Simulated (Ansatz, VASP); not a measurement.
Si in VASP and in Ansatz

```
CELL_PARAMETERS angstrom
0.00000 2.71680 2.71680
2.71680 0.00000 2.71680
2.71680 2.71680 0.00000
ATOMIC_POSITIONS crystal
Si 0.00000 0.00000 0.00000
Si 0.25000 0.25000 0.25000
```

Alike in both runs: task single point; functional PBEsol; k mesh 10 × 10 × 10; no spin polarisation.

```csv
,VASP,Ansatz
version,VASP 6.6.1,Ansatz 0.2.0
potentials or method,"VASP PAW PBE potentials, release 64 (Si), cutoff 500 eV","scalar-relativistic, plane waves, PAW"
occupations,"gaussian, width 0.01 eV",fixed
valence electrons in the cell,8,8
```

```tsv
	VASP	Ansatz	Ansatz less VASP
gap on the k mesh at the Fermi level (eV)	0.47	0.47	+0.005
least direct gap on the mesh (eV)	2.52	2.52	+0.003
```

VASP's potentials were made for PBE, not for PBEsol.
